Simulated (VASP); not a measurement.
# TaSi2 (I4/mmm) in VASP: a series of runs

Runs on TaSi2. Level: PBEsol. Tasks: single point, relaxation of cell and atoms.

All numbers are computed with VASP 6.6.1; they aren't measurements. Logs are shortened: lines on timing, memory, paths and dates and some standing lists are left out, and cuts for length are marked.

### 1 The cell of the first run

The structure is tetragonal, space group I4/mmm (No. 139). Conventional cell: a = 3.255 Å, b = 3.255 Å, c = 8.162 Å, α = 90.00°, β = 90.00°, γ = 90.00°. Within 3.5 Å of Si (site symmetry 4mm) lie 9 Si at 2.66 to 3.25 Å and 5 Ta at 2.68 to 2.71 Å. Ta (site symmetry 4/mmm) has 10 Si at 2.68 to 2.71 Å and 4 Ta at 3.25 Å within 3.5 Å.

### 2 Single point, PBEsol

Contents of INCAR:

```
  PREC = Accurate
  ENCUT = 520
  EDIFF = 1E-7
  ISMEAR = 0
  SIGMA = 0.1
  LREAL = F
  LASPH = T
  NELM = 80
  ALGO = Normal
  ISIF = 2
  LWAVE = F
  LCHARG = T
  GGA = PS
  LELF = T
  LVHAR = T
  NBANDS = 16
```

Contents of KPOINTS:

```
Automatic mesh
0
Gamma
  8 8 8
```

Contents of POSCAR:

```
TaSi2
1.0
   -1.6272570568      1.6272570568      4.0810004428
    1.6272570568     -1.6272570568      4.0810004428
    1.6272570568      1.6272570568     -4.0810004428
Si Ta
2 1
Direct
    0.3315923667      0.3315923667      0.0000000000
    0.6684076333      0.6684076333      0.0000000000
    0.0000000000      0.0000000000      0.0000000000
```

Potentials or basis: VASP PAW PBE potentials, release 64 (Si, Ta_pv).

Started as:

```bash
cat potpaw_PBE.64/Si/POTCAR potpaw_PBE.64/Ta_pv/POTCAR > POTCAR
mpirun -np 1 vasp_std > vasp.out
```

OUTCAR:

```text
PREC = Accurate
   ENCUT = 520
   EDIFF = 1E-7
   ISMEAR = 0
   LREAL = F
   LASPH = T
   NELM = 80
   ISIF = 2
   GGA = PS

 ion  position               nearest neighbor table
   1  0.332  0.332  0.000-   2 2.66   2 2.66   2 2.66   2 2.66   3 2.68   3 2.68   3 2.68   3 2.68
                             3 2.71   2 2.75
   2  0.668  0.668  0.000-   1 2.66   1 2.66   1 2.66   1 2.66   3 2.68   3 2.68   3 2.68   3 2.68
                             3 2.71   1 2.75
   3  0.000  0.000  0.000-   2 2.68   2 2.68   2 2.68   1 2.68   2 2.68   1 2.68   1 2.68   1 2.68
                             1 2.71   2 2.71

  LATTYP: Found a body centered tetragonal cell.
 ALAT       =     3.2545141136
 C/A-ratio  =     2.5079015179

  Lattice vectors:

 A1 = (  -1.6272570568,   1.6272570568,   4.0810004428)
 A2 = (   1.6272570568,  -1.6272570568,   4.0810004428)
 A3 = (   1.6272570568,   1.6272570568,  -4.0810004428)

Analysis of symmetry for initial positions (statically):
=====================================================================
 Subroutine PRICEL returns:
 Original cell was already a primitive cell.

 Routine SETGRP: Setting up the symmetry group for a
 body centered tetragonal supercell.

 Subroutine GETGRP returns: Found 16 space group operations
 (whereof 16 operations were pure point group operations)
 out of a pool of 16 trial point group operations.

The static configuration has the point symmetry D_4h.

Analysis of symmetry for dynamics (positions and initial velocities):
=====================================================================
 Subroutine PRICEL returns:
 Original cell was already a primitive cell.

 Routine SETGRP: Setting up the symmetry group for a
 body centered tetragonal supercell.

 Subroutine GETGRP returns: Found 16 space group operations
 (whereof 16 operations were pure point group operations)
 out of a pool of 16 trial point group operations.

The dynamic configuration has the point symmetry D_4h.

 Subroutine INISYM returns: Found 16 space group operations
 (whereof 16 operations are pure point group operations),
 and found     1 'primitive' translations

----------------------------------------------------------------------------------------

                                     Primitive cell

  volume of cell :      43.2254

  direct lattice vectors                    reciprocal lattice vectors
    -1.627257057  1.627257057  4.081000443     0.000000000  0.307265529  0.122518977
     1.627257057 -1.627257057  4.081000443     0.307265529  0.000000000  0.122518977
[... 86 lines left out ...]
   NELM   =     80;   NELMIN=  2; NELMDL= -5     # of ELM steps
   EDIFF  = 0.1E-06   stopping-criterion for ELM
   LREAL  =      F    real-space projection
   EDIFFG = 0.1E-05   stopping-criterion for IOM
   NSW    =      0    number of steps for IOM
   IBRION =     -1    ionic relax: 0-MD 1-quasi-New 2-CG
   NFREE  =      0    steps in history (QN), initial steepest desc. (CG)
   ISIF   =      2    stress and relaxation
   ISYM   =      2    0-nonsym 1-usesym 2-fastsym
   POTIM  = 0.5000    time-step for ionic-motion
   TEBEG  =    0.0;   TEEND  =   0.0 temperature during run
   PSTRESS=    0.0 pullay stress
   NELECT =      19.0000    total number of electrons
   NUPDOWN=      -1.0000    fix difference up-down
   EMIN   =  10.00;   EMAX   =-10.00  energy-range for DOS
   EFERMI =   0.00;   METHOD = LEGACY
   ISMEAR =     0;   SIGMA  =   0.10  broadening in eV -4-tet -1-fermi 0-gaus
   EFERMI_NEDOS =   21; number of points for ismear=-14 and -15
   IALGO  =     38    algorithm
   IMIX   =      4    mixing-type and parameters
     AMIX     =   0.40;   BMIX     =  1.00
     AMIX_MAG =   1.60;   BMIX_MAG =  1.00
  volume/ion in A,a.u.               =      14.41        97.23
  Fermi-wavevector in a.u.,A,eV,Ry     =   1.244743  2.352223 21.080666  1.549385
  Thomas-Fermi vector in A             =   2.378996
   LORBIT       =      0    0 simple, 1 ext, 2 COOP (PROOUT), +10 PAW based schemes
   GGA     = PS    functional components
   LHFCALC =     F    Hartree Fock is set to
   AEXX    =    0.0000 exact exchange contribution
   IVDW    =     0    specifies the selected vdW correction
   LEPSILON=     F    determine dielectric tensor
   LRPA    =     F    only Hartree local field effects (RPA)
 non-spin polarized calculation
 Gauss-broadening in eV      SIGMA  =   0.10
  energy-cutoff  :      520.00
  volume of cell :       43.23
 maximum number of plane-waves:      1178
   NGX = 17   NGY = 17   NGZ = 17

 number of electron      19.0000000 magnetization

 Free energy of the ion-electron system (eV)
  ---------------------------------------------------
  ext. energy  EPLUGINS =         0.00000000
  ---------------------------------------------------
  free energy    TOTEN  =       -25.56511536 eV

  energy without entropy =      -25.55985326  energy(sigma->0) =      -25.56248431

 E-fermi :   8.6999     XC(G=0): -12.1803

 val. band max:        8.6945013038   @ k =  -0.2500   0.3750   0.1250
 cond. band min:       8.7359235167   @ k =  -0.3750   0.5000   0.3750
 fundamental gap:      0.0414222129
 Fermi energy:         8.6999259998

 k-point     1 :       0.0000    0.0000    0.0000
  band No.  band energies     occupation
      1     -25.0070      2.00000
      2     -24.8335      2.00000
      3     -24.8335      2.00000
      4      -4.0477      2.00000
      5       3.1671      2.00000
      6       5.4214      2.00000
[... 433 lines left out ...]
      3     -24.9371      2.00000
      4       0.3381      2.00000
      5       0.6610      2.00000
      6       3.9644      2.00000
[... 8 lines left out ...]
     15      16.0923      0.00000
     16      16.4773      0.00000

 [... further k-points ...]
[... 5 lines left out ...]
  --------------------------------------------------------------------------------------
  -------------------------------------------------------------------------------------
  Total        0.0555882      0.0555882     -0.0059573      0.0000000      0.0000000      0.0000000
  in kB        2.0604138      2.0604138     -0.2208125      0.0000000      0.0000000      0.0000000
  external PRESSURE =       1.3000050 kB  Pullay stress =       0.0000000 kB

 VOLUME and BASIS-vectors are now :
 -----------------------------------------------------------------------------
  energy-cutoff  :      520.00
  volume of cell :       43.23
      direct lattice vectors                 reciprocal lattice vectors
    -1.627257057  1.627257057  4.081000443     0.000000000  0.307265529  0.122518977
     1.627257057 -1.627257057  4.081000443     0.307265529  0.000000000  0.122518977
     1.627257057  1.627257057 -4.081000443     0.307265529  0.307265529  0.000000000

 POSITION                                       TOTAL-FORCE (eV/Angst)
 -----------------------------------------------------------------------------------
      0.00000      0.00000      2.70646        -0.000000     -0.000000     -0.026670
      0.00000      0.00000      5.45554         0.000000      0.000000      0.026670
      0.00000      0.00000      0.00000         0.000000      0.000000      0.000000
 -----------------------------------------------------------------------------------
    total drift:                                0.000000     -0.000000      0.000000

  FREE ENERGIE OF THE ION-ELECTRON SYSTEM (eV)
  ---------------------------------------------------
  free  energy   TOTEN  =       -25.5651153602 eV

  energy  without entropy=      -25.5598532629  energy(sigma->0) =      -25.56248431
```

Wall time 40 s (1 thread of Intel Xeon Platinum 8559C (Emerald Rapids), shared host); peak memory 0.22 GiB.

What came out:

* Free energy: -25.5651 eV
* Pressure: 0.1 GPa
* Largest force: 0.027 eV/Å

Forces in eV/Å, atoms in the order of the input:
```
Si   0.000  0.000 -0.027
Si   0.000  0.000  0.027
Ta   0.000  0.000  0.000
```

Caveat: the PAW data sets were made with another functional, which shifts forces and pressure a little; spin-orbit coupling is left out, which moves the levels of the heavy elements.

### 3 Relaxation of cell and atoms, PBEsol

This run uses another cell than the first one, of 13.93 Å³/atom, 0.966 times its volume.

Contents of INCAR:

```
SYSTEM = TaSi2
PREC = Accurate
ENCUT = 600
EDIFF = 1E-6
ISMEAR = 0
SIGMA = 0.1
LREAL = .FALSE.
LASPH = .TRUE.
NELM = 80
ALGO = Normal
ISIF = 3
LWAVE = .FALSE.
LCHARG = .FALSE.
GGA = PS
IBRION = 2
NSW = 80
EDIFFG = -0.05
```

Contents of KPOINTS:

```
regular mesh
0
G
  8 8 8
  0 0 0
```

Contents of POSCAR:

```
TaSi2
1.0
   -1.6235379303      1.6235379303      3.9622607176
    1.6235379303     -1.6235379303      3.9622607176
    1.6235379303      1.6235379303     -3.9622607176
Si Ta
2 1
Direct
    0.3344989451      0.3344989451      0.0000000000
    0.6655010549      0.6655010549      0.0000000000
    0.0000000000      0.0000000000      0.0000000000
```

Potentials or basis: VASP PAW PBE potentials, release 64 (Si, Ta_pv).

Started as:

```bash
cat potpaw_PBE.64/Si/POTCAR potpaw_PBE.64/Ta_pv/POTCAR > POTCAR
mpirun -np 1 vasp_std > vasp.out
```

OUTCAR:

```text
SYSTEM = TaSi2
   PREC = Accurate
   ENCUT = 600
   EDIFF = 1E-6
   ISMEAR = 0
   LREAL = .FALSE.
   LASPH = .TRUE.
   NELM = 80
   ISIF = 3
   GGA = PS
   IBRION = 2
   NSW = 80
   EDIFFG = -0.05

 ion  position               nearest neighbor table
   1  0.334  0.334  0.000-   2 2.62   3 2.64   3 2.64   3 2.64   3 2.64   3 2.65   2 2.66   2 2.66
                             2 2.66   2 2.66
   2  0.666  0.666  0.000-   1 2.62   3 2.64   3 2.64   3 2.64   3 2.64   3 2.65   1 2.66   1 2.66
                             1 2.66   1 2.66
   3  0.000  0.000  0.000-   2 2.64   2 2.64   2 2.64   1 2.64   2 2.64   1 2.64   1 2.64   1 2.64
                             1 2.65   2 2.65

  LATTYP: Found a body centered tetragonal cell.
 ALAT       =     3.2470758606
 C/A-ratio  =     2.4405101006

  Lattice vectors:

 A1 = (  -1.6235379303,   1.6235379303,   3.9622607176)
 A2 = (   1.6235379303,  -1.6235379303,   3.9622607176)
 A3 = (   1.6235379303,   1.6235379303,  -3.9622607176)

Analysis of symmetry for initial positions (statically):
=====================================================================
 Subroutine PRICEL returns:
 Original cell was already a primitive cell.

 Routine SETGRP: Setting up the symmetry group for a
 body centered tetragonal supercell.

 Subroutine GETGRP returns: Found 16 space group operations
 (whereof 16 operations were pure point group operations)
 out of a pool of 16 trial point group operations.

[... 390 lines left out ...]
 Free energy of the ion-electron system (eV)
  ---------------------------------------------------
  ext. energy  EPLUGINS =         0.00000000
  ---------------------------------------------------
  free energy    TOTEN  =       -25.56518229 eV

  energy without entropy =      -25.55991750  energy(sigma->0) =      -25.56254990

 E-fermi :   8.6928     XC(G=0): -12.1773

 val. band max:        8.6881292495   @ k =  -0.2500   0.3750   0.1250
 cond. band min:       8.7290583253   @ k =  -0.3750   0.5000   0.3750
 fundamental gap:      0.0409290759
 Fermi energy:         8.6928333363

 k-point     1 :       0.0000    0.0000    0.0000
  band No.  band energies     occupation
      1     -25.0160      2.00000
      2     -24.8434      2.00000
      3     -24.8434      2.00000
      4      -4.0495      2.00000
      5       3.1614      2.00000
      6       5.4133      2.00000
      7       6.9769      2.00000
      8       7.1645      2.00000
      9       7.1645      2.00000
     10      11.2992      0.00000
     11      12.0283      0.00000
     12      12.4464      0.00000
     13      12.8625      0.00000
[... 354 lines left out ...]
  band No.  band energies     occupation
      1     -25.0926      2.00000
      2     -24.9785      2.00000
      3     -24.9467      2.00000
      4       0.3319      2.00000
      5       0.6588      2.00000
      6       3.9596      2.00000
      7       5.4382      2.00000
      8       6.5339      2.00000
      9       7.5457      2.00000
     10       8.0065      2.00000
     11       9.9044      0.00000
     12      12.9198      0.00000
     13      13.5735      0.00000

 [... further k-points ...]

------------------------ aborting loop because EDIFF is reached ----------------------------------------

  FORCE on cell =-STRESS in cart. coord.  units (eV):
  Direction    XX          YY          ZZ          XY          YZ          ZX
  --------------------------------------------------------------------------------------
  -------------------------------------------------------------------------------------
  Total        0.0292284      0.0292284     -0.0322257      0.0000000      0.0000000      0.0000000
  in kB        1.0826561      1.0826561     -1.1936814      0.0000000      0.0000000      0.0000000
  external PRESSURE =       0.3238770 kB  Pullay stress =       0.0000000 kB
[... 18 lines left out ...]
  FREE ENERGIE OF THE ION-ELECTRON SYSTEM (eV)
  ---------------------------------------------------
  free  energy   TOTEN  =       -25.5651822927 eV

  energy  without entropy=      -25.5599174991  energy(sigma->0) =      -25.56254990

 reached required accuracy - stopping structural energy minimisation
```

OSZICAR:

```text
N       E                     dE             d eps       ncg     rms          rms(c)
DAV:   1     0.963949958911E+02    0.96395E+02   -0.10218E+04  1534   0.148E+03
DAV:   2    -0.227707142535E+02   -0.11917E+03   -0.11656E+03  1794   0.323E+02
DAV:   3    -0.262216188949E+02   -0.34509E+01   -0.32294E+01  2032   0.451E+01
DAV:   4    -0.262544638077E+02   -0.32845E-01   -0.32811E-01  1789   0.493E+00
[... 51 lines left out ...]
DAV:   1    -0.255654534420E+02   -0.14021E-02   -0.36375E-02  1639   0.135E+00    0.108E-01
DAV:   2    -0.255652331335E+02    0.22031E-03   -0.15361E-03  1889   0.301E-01    0.507E-02
DAV:   3    -0.255651849555E+02    0.48178E-04   -0.12204E-04  1861   0.799E-02    0.193E-02
DAV:   4    -0.255651823826E+02    0.25729E-05   -0.19304E-05  1977   0.306E-02    0.109E-02
DAV:   5    -0.255651822927E+02    0.89906E-07   -0.18367E-06  1369   0.105E-02
   7 F= -.25565182E+02 E0= -.25562550E+02  d E =-.113127E-02
```

CONTCAR:

```text
TaSi2
   1.00000000000000
    -1.6276497256442315    1.6276497256442315    4.0817146942422671
     1.6276497256442315   -1.6276497256442315    4.0817146942422671
     1.6276497256442315    1.6276497256442315   -4.0817146942422671
  Si              Ta
     2     1
Direct
     0.3316575270498298    0.3316575270498298    0.0000000000000000
     0.6683424729501701    0.6683424729501701    1.0000000000000000
     1.0000000000000000    1.0000000000000000    1.0000000000000000

  0.00000000E+00  0.00000000E+00  0.00000000E+00
  0.00000000E+00  0.00000000E+00  0.00000000E+00
  0.00000000E+00  0.00000000E+00  0.00000000E+00
```

It took 3.7 min on 1 thread of Intel Xeon Platinum 8559C (Emerald Rapids), shared host; peak memory 0.27 GiB.

Results:

```
Free energy                            : -25.5652 eV
Relaxed volume                         : 14.42 Å³/atom
Relaxed cell                           : a = 4.686 Å, b = 4.686 Å, c = 4.686 Å, α = 139.35°, β = 139.35°, γ = 58.84°
Space group after relaxing (to 0.05 Å) : I4/mmm (No. 139)
Energy gained by relaxing              : 22.3 meV/atom
Ionic steps                            : 7
Pressure after relaxing                : 0.0 GPa
Largest force after relaxing           : 0.032 eV/Å
```

Forces on the atoms (eV/Å):
```
Si   0.000  0.000 -0.032
Si   0.000  0.000  0.032
Ta   0.000  0.000  0.000
```

Step by step:
```
step  energy change (eV)  largest force (eV/Å)  pressure (GPa)  volume (Å³)
   1              0.0000                0.3408            8.41        41.78
   2              0.0569                0.0254          -11.66        46.33
   3             -0.0596                0.1834           -1.07        43.60
   4             -0.0596                0.1862           -0.91        43.57
   5             -0.0656                0.1263            0.01        43.28
   6             -0.0657                0.1207            0.08        43.26
   7             -0.0668                0.0319            0.03        43.25
```

Final structure:
```
Si Ta
1.0
    -1.62765    1.62765    4.08171
     1.62765   -1.62765    4.08171
     1.62765    1.62765   -4.08171
Si Ta
2 1
Direct
  0.33166 0.33166 0.00000
  0.66834 0.66834 0.00000
  0.00000 0.00000 0.00000
```

Caveat: the PAW data sets were made with another functional, which shifts forces and pressure a little; spin-orbit coupling is left out, which moves the levels of the heavy elements; the relaxation stopped at a loose force limit of 0.05 eV/Å, so its end isn't a converged minimum. Zero-point motion and thermal expansion aren't in these numbers.

### 4 Single point, PBEsol

Contents of INCAR:

```
PREC = Accurate
ENCUT = 520
EDIFF = 1E-6
ISMEAR = 0
SIGMA = 0.1
LREAL = False
LASPH = True
NELM = 100
ALGO = Normal
ISIF = 2
LWAVE = False
LCHARG = False
GGA = PS
NBANDS = 16
```

Contents of KPOINTS:

```
Automatic mesh
0
Gamma
  18 18 18
```

Contents of POSCAR:

```
TaSi2
1.0
   -1.6270991079      1.6270991079      4.0778699596
    1.6270991079     -1.6270991079      4.0778699596
    1.6270991079      1.6270991079     -4.0778699596
Si Ta
2 1
Direct
    0.3316612399      0.3316612399      0.0000000000
    0.6683387601      0.6683387601      0.0000000000
    0.0000000000      0.0000000000      0.0000000000
```

Started as:

```bash
cat potpaw_PBE.64/Si/POTCAR potpaw_PBE.64/Ta_pv/POTCAR > POTCAR
mpirun -np 1 vasp_std > vasp.out
```

It took 4 min on 1 thread of Intel Xeon Platinum 8559C (Emerald Rapids), shared host; peak memory 0.45 GiB.

It converged, with:

- Free energy: -25.5686 eV
- Pressure: 0.3 GPa

Forces on the atoms (eV/Å):
```
Si   0.000  0.000 -0.003
Si   0.000  0.000  0.003
Ta   0.000  0.000  0.000
```

Levels at points of the mesh, in eV from the Fermi level:
```csv
k point,band 5,band 6,band 7,band 8,band 9,band 10,band 11,band 12,band 13,band 14
"(0.00, 0.00, 0.00)",-5.52,-3.25,-1.69,-1.51,-1.51,2.63,3.36,3.77,4.20,4.20
"(0.50, 0.00, 0.00)",-8.64,-4.47,-3.73,-1.38,-1.12,1.26,3.51,4.45,4.68,5.50
"(0.50, 0.50, 0.00)",-5.79,-4.85,-4.75,-3.78,-1.98,-0.48,3.07,4.75,4.98,5.09
"(0.50, 0.50, 0.50)",-9.56,-2.23,-1.22,0.14,0.14,1.06,1.06,2.82,4.47,5.17
```

Caveat: the PAW data sets were made with another functional, which shifts forces and pressure a little; spin-orbit coupling is left out, which moves the levels of the heavy elements.

### 5 Overview

```tsv
task	cell	k mesh	cutoff (eV)	gap on the mesh (eV)	pressure (GPa)	largest force (eV/Å)
single point	a = 4.685 Å, angles 139.4, 139.4, 58.8°, 3 atoms	8 × 8 × 8	520	none	0.1	0.03
relaxation of cell and atoms	relaxed from a = 4.579 Å, angles 138.5, 138.5, 60.2°, 3 atoms	8 × 8 × 8	600	none	0.0	0.03
single point	a = 4.682 Å, angles 139.3, 139.3, 58.9°, 3 atoms	18 × 18 × 18	520	none	0.3	-
```

Alike in all rows: level PBEsol; potentials or basis VASP PAW PBE potentials, release 64 (Si, Ta_pv); no spin polarisation; smearing gaussian 0.1 eV.

Caveats: the PAW data sets were made with another functional, which shifts forces and pressure a little; spin-orbit coupling is left out, which moves the levels of the heavy elements; the relaxation stopped at a loose force limit of 0.05 eV/Å, so its end isn't a converged minimum (some runs).

Total energies depend on the potentials used, so only differences within one code and one set of settings carry meaning.
